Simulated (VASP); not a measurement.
Here is a VASP 6.6.1 calculation.

File INCAR:

```
ALGO     = Normal         # electronic algorithm
EDIFF    = 1E-6           # SCF threshold, eV
EDIFFG   = -0.04          # ionic threshold
ENCUT    = 600            # plane-wave cutoff, eV
GGA      = PE             # functional
IBRION   = 2              # ionic algorithm
ISIF     = 3              # what is computed and relaxed
ISMEAR   = 0              # smearing method
LASPH    = T              # aspherical terms in the spheres
LCHARG   = F              # write CHGCAR
LREAL    = F              # projectors in reciprocal space
LWAVE    = F              # write WAVECAR
NELM     = 100            # most SCF steps
NSW      = 90             # ionic steps
PREC     = Accurate       # precision mode
SIGMA    = 0.1            # smearing width, eV
```

The input KPOINTS:

```
k-points
0
Gamma
  6 6 4
```

File POSCAR:

```
Cr
1.0
    3.8034697405      0.0000000000      0.0000000000
   -1.9017348703      3.2939014178      0.0000000000
    0.0000000000      0.0000000000      4.4275574967
Cr
4
Direct
    0.0000000000      0.0000000000      0.2500000000
    0.0000000000      0.0000000000      0.7500000000
    0.3333333333      0.6666666667      0.7500000000
    0.6666666667      0.3333333333      0.2500000000
```

Potentials or basis: VASP PAW PBE potentials, release 64 (Cr_pv).

The run is started by

```bash
$ cat potpaw_PBE.64/Cr_pv/POTCAR > POTCAR
$ mpirun -np 1 vasp_std > vasp.out
```

Problem. Predict the band gap on the k mesh.

Solution. Zero (band 24 reaches 8.39 eV, above the bottom of band 25 at 7.90 eV).

Problem. Predict the relaxed volume.

Solution. 13.83 Å³/atom.

Problem. Estimate the space group after relaxing (to 0.05 Å).

Solution. P6_3/mmc (No. 194).

Problem. Predict the relaxed cell.

Solution. a = 3.817 Å, b = 3.817 Å, c = 4.385 Å, α = 90.00°, β = 90.00°, γ = 120.00°.

Final structure:
```xyz
4
Lattice="3.8170 0.0000 0.0000 -1.9085 3.3056 0.0000 0.0000 0.0000 4.3847" Properties=species:S:1:pos:R:3 pbc="T T T"
Cr    3.8170    0.0000    1.0962
Cr    0.0000    0.0000    3.2886
Cr    0.0000    2.2037    3.2886
Cr    1.9085    1.1019    1.0962
```

Caveat: the run has no spin polarisation, though such a crystal can be magnetic. Spin polarisation is off, so any magnetic state and its effect on volume and gap are missing.
